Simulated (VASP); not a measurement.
# CsBr (Pm-3m) in VASP: single point with PBEsol

Aim: the single point of CsBr with PBEsol.

Program: VASP 6.6.1. These are calculated values, not measurements. Logs are shortened: lines on timing, memory, paths and dates and some standing lists are left out, and cuts for length are marked.

## 1. The cell of the first run

It takes space group Pm-3m (No. 221, cubic). The conventional cell has a = 4.240 Å, b = 4.240 Å, c = 4.240 Å, α = 90.00°, β = 90.00°, γ = 90.00°. Within 4.8 Å of Cs (site symmetry m-3m) lie 8 Br at 3.67 Å and 6 Cs at 4.24 Å. Br (site symmetry m-3m) has 8 Cs at 3.67 Å and 6 Br at 4.24 Å within 4.8 Å.

## 2. Single point, PBEsol

File INCAR:

```
PREC     = Accurate       # precision mode
ENCUT    = 500            # plane-wave cutoff, eV
EDIFF    = 1E-6           # SCF threshold, eV
ISMEAR   = -1             # smearing method
SIGMA    = 0.1            # smearing width, eV
LREAL    = F              # projectors in reciprocal space
LASPH    = T              # aspherical terms in the spheres
NELM     = 120            # most SCF steps
ALGO     = Normal         # electronic algorithm
ISIF     = 2              # what is computed and relaxed
LWAVE    = F              # write WAVECAR
LCHARG   = T              # write CHGCAR
GGA      = PS             # functional
LELF     = T              # ELF
LVHAR    = T            
NBANDS   = 15             # bands
GGA_COMPAT= F
```

File KPOINTS:

```
Automatic mesh
0
Gamma
  12 12 12
```

File POSCAR:

```
CsBr
1.0
    4.2401757195      0.0000000000      0.0000000000
    0.0000000000      4.2401757195      0.0000000000
    0.0000000000      0.0000000000      4.2401757195
Cs Br
1 1
Direct
    0.0000000000      0.0000000000      0.0000000000
    0.5000000000      0.5000000000      0.5000000000
```

Potentials or basis: VASP PAW PBE potentials, release 64 (Cs_sv, Br).

Started as:

```
cat potpaw_PBE.64/Cs_sv/POTCAR potpaw_PBE.64/Br/POTCAR > POTCAR
mpirun -np 1 vasp_std > vasp.out
```

OUTCAR:

```text
PREC = Accurate
   ENCUT = 500
   EDIFF = 1E-6
   ISMEAR = -1
   LREAL = F
   LASPH = T
   NELM = 120
   ISIF = 2
   GGA = PS

 ion  position               nearest neighbor table
   1  0.000  0.000  0.000-
   2  0.500  0.500  0.500-

  LATTYP: Found a simple cubic cell.
 ALAT       =     4.2401757195

  Lattice vectors:

 A1 = (   4.2401757195,   0.0000000000,   0.0000000000)
 A2 = (   0.0000000000,   4.2401757195,   0.0000000000)
 A3 = (   0.0000000000,   0.0000000000,   4.2401757195)

Analysis of symmetry for initial positions (statically):
=====================================================================
 Subroutine PRICEL returns:
 Original cell was already a primitive cell.

 Routine SETGRP: Setting up the symmetry group for a
 simple cubic supercell.

 Subroutine GETGRP returns: Found 48 space group operations
 (whereof 48 operations were pure point group operations)
 out of a pool of 48 trial point group operations.

The static configuration has the point symmetry O_h .

Analysis of symmetry for dynamics (positions and initial velocities):
=====================================================================
 Subroutine PRICEL returns:
 Original cell was already a primitive cell.

 Routine SETGRP: Setting up the symmetry group for a
 simple cubic supercell.

 Subroutine GETGRP returns: Found 48 space group operations
 (whereof 48 operations were pure point group operations)
 out of a pool of 48 trial point group operations.

The dynamic configuration has the point symmetry O_h .

 Subroutine INISYM returns: Found 48 space group operations
 (whereof 48 operations are pure point group operations),
 and found     1 'primitive' translations

----------------------------------------------------------------------------------------

                                     Primitive cell

  volume of cell :      76.2345

  direct lattice vectors                    reciprocal lattice vectors
     4.240175719  0.000000000  0.000000000     0.235839283  0.000000000  0.000000000
     0.000000000  4.240175719  0.000000000     0.000000000  0.235839283  0.000000000
     0.000000000  0.000000000  4.240175719     0.000000000  0.000000000  0.235839283

  length of vectors
     4.240175719  4.240175719  4.240175719     0.235839283  0.235839283  0.235839283

  position of ions in fractional coordinates (direct lattice)
     0.000000000  0.000000000  0.000000000
     0.500000000  0.500000000  0.500000000

  ion indices of the primitive-cell ions
   primitive index   ion index
                 1           1
                 2           2

----------------------------------------------------------------------------------------

 KPOINTS: Automatic mesh

Automatic generation of k-mesh.
 Grid dimensions read from file:
 generate k-points for:   12   12   12

 Generating k-lattice:

  Cartesian coordinates                     Fractional coordinates (reciprocal lattice)
     0.019653274  0.000000000  0.000000000     0.083333333  0.000000000  0.000000000
     0.000000000  0.019653274  0.000000000     0.000000000  0.083333333  0.000000000
     0.000000000  0.000000000  0.019653274     0.000000000  0.000000000  0.083333333

  Length of vectors
     0.019653274  0.019653274  0.019653274

  Shift w.r.t. Gamma in fractional coordinates (k-lattice)
     0.000000000  0.000000000  0.000000000

 Subroutine IBZKPT returns following result:
 ===========================================

 Found     84 irreducible k-points:

 Following reciprocal coordinates:
            Coordinates               Weight
  0.000000  0.000000  0.000000      1.000000
  0.083333  0.000000  0.000000      6.000000
  0.166667  0.000000  0.000000      6.000000
  0.250000  0.000000  0.000000      6.000000
  0.333333  0.000000  0.000000      6.000000
  0.416667  0.000000  0.000000      6.000000
[... 16 lines left out ...]
  0.333333  0.333333  0.000000     12.000000
  0.416667  0.333333  0.000000     24.000000
 [... further k-points ...]
   k-points           NKPTS =     84   k-points in BZ     NKDIM =     84   number of bands    NBANDS=     15
   number of dos      NEDOS =    301   number of ions     NIONS =      2
   total plane-waves  NPLWV =  32768
   dimension x,y,z NGX =    32 NGY =   32 NGZ =   32
   dimension x,y,z NGXF=    64 NGYF=   64 NGZF=   64
   ions per type =               1   1
   NGX,Y,Z   is equivalent  to a cutoff of  12.55, 12.55, 12.55 a.u.
   NGXF,Y,Z  is equivalent  to a cutoff of  25.09, 25.09, 25.09 a.u.
 SYSTEM =  unknown system
   PREC   = accura    normal or accurate (medium, high low for compatibility)
   ISTART =      0    job   : 0-new  1-cont  2-samecut
   ICHARG =      2    charge: 1-file 2-atom 10-const
   ISPIN  =      1    spin polarized calculation?
   LNONCOLLINEAR =      F non collinear calculations
   LSORBIT =      F    spin-orbit coupling
   LASPH  =      T    aspherical Exc in radial PAW
   ENCUT  =  500.0 eV  36.75 Ry    6.06 a.u.   7.73  7.73  7.73*2*pi/ulx,y,z
   NELM   =    120;   NELMIN=  2; NELMDL= -5     # of ELM steps
   EDIFF  = 0.1E-05   stopping-criterion for ELM
   LREAL  =      F    real-space projection
   EDIFFG = 0.1E-04   stopping-criterion for IOM
   NSW    =      0    number of steps for IOM
   IBRION =     -1    ionic relax: 0-MD 1-quasi-New 2-CG
   NFREE  =      0    steps in history (QN), initial steepest desc. (CG)
   ISIF   =      2    stress and relaxation
   ISYM   =      2    0-nonsym 1-usesym 2-fastsym
   POTIM  = 0.5000    time-step for ionic-motion
   TEBEG  =    0.0;   TEEND  =   0.0 temperature during run
   PSTRESS=    0.0 pullay stress
   NELECT =      16.0000    total number of electrons
   NUPDOWN=      -1.0000    fix difference up-down
   EMIN   =  10.00;   EMAX   =-10.00  energy-range for DOS
   EFERMI =   0.00;   METHOD = LEGACY
   ISMEAR =    -1;   SIGMA  =   0.10  broadening in eV -4-tet -1-fermi 0-gaus
   EFERMI_NEDOS =   21; number of points for ismear=-14 and -15
   IALGO  =     38    algorithm
   IMIX   =      4    mixing-type and parameters
     AMIX     =   0.40;   BMIX     =  1.00
     AMIX_MAG =   1.60;   BMIX_MAG =  1.00
  volume/ion in A,a.u.               =      38.12       257.23
  Fermi-wavevector in a.u.,A,eV,Ry     =   0.972891  1.838498 12.878151  0.946517
  Thomas-Fermi vector in A             =   2.103227
   LORBIT       =      0    0 simple, 1 ext, 2 COOP (PROOUT), +10 PAW based schemes
   GGA     = PS    functional components
   LHFCALC =     F    Hartree Fock is set to
   AEXX    =    0.0000 exact exchange contribution
   IVDW    =     0    specifies the selected vdW correction
   LEPSILON=     F    determine dielectric tensor
   LRPA    =     F    only Hartree local field effects (RPA)
 non-spin polarized calculation
  energy-cutoff  :      500.00
  volume of cell :       76.23
 maximum number of plane-waves:      1956
 NGX is ok and might be reduce to    32
   NGX = 15   NGY = 15   NGZ = 15

 number of electron      15.9999996 magnetization

 Free energy of the ion-electron system (eV)
  ---------------------------------------------------
  ext. energy  EPLUGINS =         0.00000000
  ---------------------------------------------------
  free energy    TOTEN  =        -6.34714542 eV

  energy without entropy =       -6.34714542  energy(sigma->0) =       -6.34714542

 E-fermi :   2.0587     XC(G=0):  -8.4254

 val. band max:       -0.2396784112   @ k =   0.0000   0.0000   0.0000
 cond. band min:       4.2026734798   @ k =   0.0000   0.0000   0.0000
 fundamental gap:      4.4423518910
 Fermi energy:         2.0587190819

 k-point     1 :       0.0000    0.0000    0.0000
  band No.  band energies     occupation
      1     -19.9580      2.00000
      2     -12.6734      2.00000
      3      -6.5193      2.00000
      4      -6.5193      2.00000
      5      -6.5193      2.00000
      6      -0.2397      2.00000
      7      -0.2397      2.00000
      8      -0.2397      2.00000
      9       4.2027      0.00000
     10       4.5112      0.00000
     11       4.5112      0.00000
     12       8.9573      0.00000
     13       8.9573      0.00000
     14       8.9573      0.00000
     15      11.9095      0.00000

 k-point     2 :       0.0833    0.0000    0.0000
  band No.  band energies     occupation
      1     -19.9538      2.00000
      2     -12.6748      2.00000
      3      -6.5513      2.00000
      4      -6.5112      2.00000
      5      -6.5112      2.00000
      6      -0.3722      2.00000
      7      -0.2556      2.00000
      8      -0.2556      2.00000
      9       4.3935      0.00000
     10       4.5584      0.00000
     11       4.6825      0.00000
     12       8.9067      0.00000
     13       8.9067      0.00000
     14       8.9961      0.00000
     15      11.3703      0.00000

 k-point     3 :       0.1667    0.0000    0.0000
  band No.  band energies     occupation
      1     -19.9423      2.00000
      2     -12.6791      2.00000
      3      -6.6354      2.00000
      4      -6.4888      2.00000
      5      -6.4888      2.00000
      6      -0.6940      2.00000
      7      -0.2998      2.00000
      8      -0.2998      2.00000
      9       4.6975      0.00000
     10       4.8952      0.00000
     11       5.1618      0.00000
     12       8.7976      0.00000
     13       8.7976      0.00000
     14       9.1085      0.00000
     15      10.4368      0.00000
[... 343 lines left out ...]
 k-point    23 :       0.3333    0.3333    0.0000
  band No.  band energies     occupation
      1     -19.8687      2.00000
      2     -12.6230      2.00000
      3      -7.0323      2.00000
      4      -6.8963      2.00000
      5      -6.3601      2.00000
      6      -1.0921      2.00000
      7      -0.7296      2.00000
      8      -0.3439      2.00000
      9       5.3348      0.00000
     10       5.7991      0.00000
     11       7.3008      0.00000
     12       7.9809      0.00000
     13       8.0768      0.00000
     14       8.9393      0.00000
     15      10.2827      0.00000

 k-point    24 :       0.4167    0.3333    0.0000
  band No.  band energies     occupation
      1     -19.8584      2.00000
      2     -12.6058      2.00000
      3      -7.0952      2.00000
      4      -6.9822      2.00000
      5      -6.3437      2.00000
      6      -1.0521      2.00000
      7      -0.7643      2.00000
      8      -0.3245      2.00000
      9       5.2455      0.00000
     10       5.6241      0.00000
     11       7.2135      0.00000
     12       7.5706      0.00000
     13       8.5579      0.00000
     14       9.6188      0.00000
     15      10.5725      0.00000

 [... further k-points ...]

------------------------ aborting loop because EDIFF is reached ----------------------------------------

  FORCE on cell =-STRESS in cart. coord.  units (eV):
  Direction    XX          YY          ZZ          XY          YZ          ZX
  --------------------------------------------------------------------------------------
  -------------------------------------------------------------------------------------
  Total        0.0390670      0.0390670      0.0390670      0.0000000      0.0000000      0.0000000
  in kB        0.8210482      0.8210482      0.8210482      0.0000000      0.0000000      0.0000000
  external PRESSURE =       0.8210482 kB  Pullay stress =       0.0000000 kB

 VOLUME and BASIS-vectors are now :
 -----------------------------------------------------------------------------
  energy-cutoff  :      500.00
  volume of cell :       76.23
      direct lattice vectors                 reciprocal lattice vectors
     4.240175719  0.000000000  0.000000000     0.235839283  0.000000000  0.000000000
     0.000000000  4.240175719  0.000000000     0.000000000  0.235839283  0.000000000
     0.000000000  0.000000000  4.240175719     0.000000000  0.000000000  0.235839283

 POSITION                                       TOTAL-FORCE (eV/Angst)
 -----------------------------------------------------------------------------------
      0.00000      0.00000      0.00000         0.000000      0.000000      0.000000
      2.12009      2.12009      2.12009         0.000000      0.000000      0.000000
 -----------------------------------------------------------------------------------
    total drift:                                0.000000      0.000000     -0.000000

  FREE ENERGIE OF THE ION-ELECTRON SYSTEM (eV)
  ---------------------------------------------------
  free  energy   TOTEN  =        -6.3471454180 eV

  energy  without entropy=       -6.3471454178  energy(sigma->0) =       -6.34714542
```

Wall time 46 s (1 thread of Intel Xeon Platinum 8488C (Sapphire Rapids), shared host); peak memory 0.23 GiB.

Results:

- Free energy: -6.3471 eV
- Pressure: 0.1 GPa
- Band gap on the k mesh: 4.44 eV

Levels at points of the mesh, in eV from the valence-band top:
| k point | band 4 | band 5 | band 6 | band 7 | band 8 | band 9 | band 10 | band 11 | band 12 | band 13 |
| --- | --- | --- | --- | --- | --- | --- | --- | --- | --- | --- |
| (0.00, 0.00, 0.00) | -6.28 | -6.28 | 0.00 | 0.00 | 0.00 | 4.44 | 4.75 | 4.75 | 9.20 | 9.20 |
| (0.50, 0.00, 0.00) | -6.15 | -6.15 | -1.45 | -0.25 | -0.25 | 5.83 | 7.36 | 7.78 | 8.16 | 8.97 |
| (0.50, 0.50, 0.00) | -6.95 | -6.08 | -0.60 | -0.60 | -0.02 | 5.15 | 5.39 | 7.18 | 7.18 | 11.24 |
| (0.50, 0.50, 0.50) | -6.73 | -6.73 | -1.30 | -1.30 | -1.30 | 8.41 | 8.41 | 8.41 | 9.19 | 9.19 |

Caveat: the PAW data sets were made with another functional, which shifts forces and pressure a little; spin-orbit coupling is left out, which moves the levels of the heavy elements.
